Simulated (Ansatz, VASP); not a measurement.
## CaScC4N4 in VASP and in Ansatz

File INCAR:

```
SYSTEM = CaScC4N4
ALGO     = Normal         ! electronic algorithm
EDIFF    = 1E-6           ! SCF threshold, eV
ENCUT    = 520            ! plane-wave cutoff, eV
GGA      = PE             ! functional
ISIF     = 2              ! what is computed and relaxed
ISMEAR   = 0              ! smearing method
ISPIN    = 2              ! spin polarisation
LASPH    = .True.         ! aspherical terms in the spheres
LCHARG   = .False.        ! write CHGCAR
LMAXMIX  = 4              ! l up to which the mixer works
LORBIT   = 11             ! projections on sites
LREAL    = .False.        ! projectors in reciprocal space
LWAVE    = .False.        ! write WAVECAR
MAGMOM   = 0 0 1 1 1 1 1 1 1 1 ! initial moments
NBANDS   = 44             ! bands
NELM     = 150            ! most SCF steps
PREC     = Accurate       ! precision mode
SIGMA    = 0.1            ! smearing width, eV
```

Contents of KPOINTS:

```
k-points
0
Gamma
  2 2 4
  0 0 0
```

The input POSCAR:

```
CaScC4N4
1.0
    8.2699468277      0.0000000000      0.0000000000
    0.0000000000      8.2699468277      0.0000000000
    0.0000000000      0.0000000000      4.2190875122
Ca Sc C N
1 1 4 4
Direct
    0.0000000000      0.0000000000      0.0000000000
    0.5000000000      0.5000000000      0.0000000000
    0.2136434254      0.7863565746      0.0000000000
    0.7863565746      0.2136434254      0.0000000000
    0.2136434254      0.2136434254      0.0000000000
    0.7863565746      0.7863565746      0.0000000000
    0.3138734041      0.6861265959      0.0000000000
    0.6861265959      0.3138734041      0.0000000000
    0.3138734041      0.3138734041      0.0000000000
    0.6861265959      0.6861265959      0.0000000000
```

Input for Ansatz:

```yaml
crystal:
  lattice:
    - [8.2699468277, 0.0, 0.0]
    - [0.0, 8.2699468277, 0.0]
    - [0.0, 0.0, 4.2190875122]
  atoms:
    - { symbol: Ca, position: [0.0, 0.0, 0.0] }
    - { symbol: Sc, position: [0.5, 0.5, 0.0] }
    - { symbol: C, position: [0.2136434254, 0.7863565746, 0.0], spin: 1.0 }
    - { symbol: C, position: [0.7863565746, 0.2136434254, 0.0], spin: 1.0 }
    - { symbol: C, position: [0.2136434254, 0.2136434254, 0.0], spin: 1.0 }
    - { symbol: C, position: [0.7863565746, 0.7863565746, 0.0], spin: 1.0 }
    - { symbol: "N", position: [0.3138734041, 0.6861265959, 0.0], spin: 1.0 }
    - { symbol: "N", position: [0.6861265959, 0.3138734041, 0.0], spin: 1.0 }
    - { symbol: "N", position: [0.3138734041, 0.3138734041, 0.0], spin: 1.0 }
    - { symbol: "N", position: [0.6861265959, 0.6861265959, 0.0], spin: 1.0 }
basis:
  ecutwfc: 420
kpoints:
  mp_grid: { grid: [2, 2, 4] }
hamiltonian:
  xc: pbe
scf:
  occupations: { method: gaussian, width: 0.1 }
  lower_state_search: "off"
output:
  forces: true
  stress: true
  eigenvalues: true
  populations: true
magnetization:
  spin_polarized: true
```

Alike in both runs: task single point; functional PBE; k mesh 2 × 2 × 4; occupations gaussian, width 0.1 eV; collinear spin.

```csv
,VASP,Ansatz
version,VASP 6.6.1,Ansatz 0.2.0
potentials or method,"VASP PAW PBE potentials, release 64 (Ca_sv, Sc_sv, C, N), cutoff 520 eV","scalar-relativistic, plane waves, PAW"
valence electrons in the cell,57,57
```

VASP gave:

| Quantity | Value |
| --- | --- |
| gap on the k mesh at the Fermi level (eV) | none |
| pressure (GPa) | 0.4 |
| traceless stress, the component that is largest in VASP (GPa) | -0.31 |
| rms of the force components (eV/Å) | 0.136 |
| net moment per atom (μB) | 0.09 |
| size of the moment on the site where the two differ most (μB) | 0.47 |

Problem. Estimate Ansatz's values.

Solution. gap on the k mesh at the Fermi level (eV): none; pressure (GPa): 0.1; traceless stress, the component that is largest in VASP (GPa): 0.10; rms of the force components (eV/Å): 0.057; net moment per atom (μB): 0.09; size of the moment on the site where the two differ most (μB): 0.31.

Site moments also hang on the region over which each program counts them. Atom by atom the forces differ by 0.187 eV/Å (rms over components). A gap of «none» marks a metal or a gap that the smearing closes. One of these differences is far larger than is usual between the two programs; its cause wasn't traced.

The k mesh is coarse, so the values compare programs but aren't converged. Noted on VASP's run: the standard files for N, O and F lose accuracy on very short bonds.
